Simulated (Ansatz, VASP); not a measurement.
# Two plane-wave programs on Si

Contents of INCAR:

```
  PREC = Accurate
  ENCUT = 520
  EDIFF = 1E-6
  ISMEAR = 0
  SIGMA = 0.1
  LREAL = False
  LASPH = True
  NELM = 60
  ALGO = Normal
  ISIF = 2
  LWAVE = False
  LCHARG = False
  GGA = PE
  NBANDS = 21
```

KPOINTS

```
regular mesh
0
Gamma
  4 4 4
```

The input POSCAR:

```
Si
1.0
    2.1927441600     -3.7709216300      0.0000000000
    2.1927441600      3.7709216300      0.0000000000
    0.0000000000      0.0000000000      6.1694497300
Si
6
Direct
    0.5000000000      0.5000000000      0.2500000000
    0.5000000000      0.5000000000      0.7500000000
    0.3032527700      0.0916540700      0.0000000000
    0.6967472300      0.9083459300      0.0000000000
    0.0916540700      0.3032527700      0.5000000000
    0.9083459300      0.6967472300      0.5000000000
```

Input for Ansatz:

```yaml
crystal:
  lattice:
    - [2.19274416, -3.77092163, 0.0]
    - [2.19274416, 3.77092163, 0.0]
    - [0.0, 0.0, 6.16944973]
  atoms:
    - { symbol: Si, position: [0.5, 0.5, 0.25] }
    - { symbol: Si, position: [0.5, 0.5, 0.75] }
    - { symbol: Si, position: [0.30325277, 0.09165407, 0.0] }
    - { symbol: Si, position: [0.69674723, 0.90834593, 0.0] }
    - { symbol: Si, position: [0.09165407, 0.30325277, 0.5] }
    - { symbol: Si, position: [0.90834593, 0.69674723, 0.5] }
basis:
  ecutwfc: 420
kpoints:
  mp_grid: { grid: [4, 4, 4] }
hamiltonian:
  xc: pbe
scf:
  occupations: { method: gaussian, width: 0.1 }
  lower_state_search: "off"
output:
  forces: true
  stress: true
  eigenvalues: true
```

Alike in both runs: task single point; functional PBE; k mesh 4 × 4 × 4; occupations gaussian, width 0.1 eV; no spin polarisation.

|  | VASP | Ansatz |
| --- | --- | --- |
| version | VASP 6.6.1 | Ansatz 0.2.0 |
| potentials or method | VASP PAW PBE potentials, release 64 (Si), cutoff 520 eV | scalar-relativistic, plane waves, PAW |
| valence electrons in the cell | 24 | 24 |

Ansatz gave:

* gap on the k mesh at the Fermi level (eV): none
* pressure (GPa): 27.8
* traceless stress, the component that is largest in VASP (GPa): 7.64
* rms of the force components (eV/Å): 0.777

Task: What did VASP give for the same quantities?

Result: gap on the k mesh at the Fermi level (eV): none; pressure (GPa): 27.7; traceless stress, the component that is largest in VASP (GPa): 7.60; rms of the force components (eV/Å): 0.771.

Atom by atom the forces differ by 0.006 eV/Å (rms over components). A gap of «none» marks a metal or a gap that the smearing closes. With one functional, cell and mesh, what is left measures potentials, basis and numerics.

The k mesh is coarse, so the values compare programs but aren't converged.
